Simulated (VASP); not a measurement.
Here is a VASP 6.6.1 calculation.

Contents of INCAR:

```
SYSTEM = AlP
ALGO     = Normal         ! electronic algorithm
EDIFF    = 1E-7           ! SCF threshold, eV
EDIFFG   = -0.01          ! ionic threshold
ENCUT    = 500            ! plane-wave cutoff, eV
GGA      = PE             ! functional
GGA_COMPAT= .FALSE.      
IBRION   = 2              ! ionic algorithm
ISIF     = 3              ! what is computed and relaxed
ISMEAR   = 0              ! smearing method
LASPH    = .TRUE.         ! aspherical terms in the spheres
LCHARG   = .FALSE.        ! write CHGCAR
LREAL    = .FALSE.        ! projectors in reciprocal space
LWAVE    = .FALSE.        ! write WAVECAR
NELM     = 120            ! most SCF steps
NELMIN   = 4            
NSW      = 100            ! ionic steps
PREC     = Accurate       ! precision mode
SIGMA    = 0.02           ! smearing width, eV
```

Contents of KPOINTS:

```
k-points
0
G
  8 8 8
  0 0 0
```

File POSCAR:

```
AlP
1.0
    0.0000000000      2.7465138816      2.7465138816
    2.7465138816      0.0000000000      2.7465138816
    2.7465138816      2.7465138816      0.0000000000
Al P
1 1
Direct
    0.0000000000      0.0000000000      0.0000000000
    0.7500000000      0.7500000000      0.7500000000
```

Potentials or basis: VASP PAW PBE potentials, release 64 (Al, P).

The run is started by

```bash
$ cat potpaw_PBE.64/Al/POTCAR potpaw_PBE.64/P/POTCAR > POTCAR
$ mpirun -np 1 vasp_std > vasp.out
```

(1) What does it give for the band gap on the k mesh?

(2) Predict the space group after relaxing (to 0.05 Å).

(3) What does it give for the relaxed cell?

Answers

(1) 1.63 eV, indirect (least direct gap 3.09 eV).

(2) F-43m (No. 216).

(3) a = 3.893 Å, b = 3.893 Å, c = 3.893 Å, α = 60.00°, β = 60.00°, γ = 60.00°.
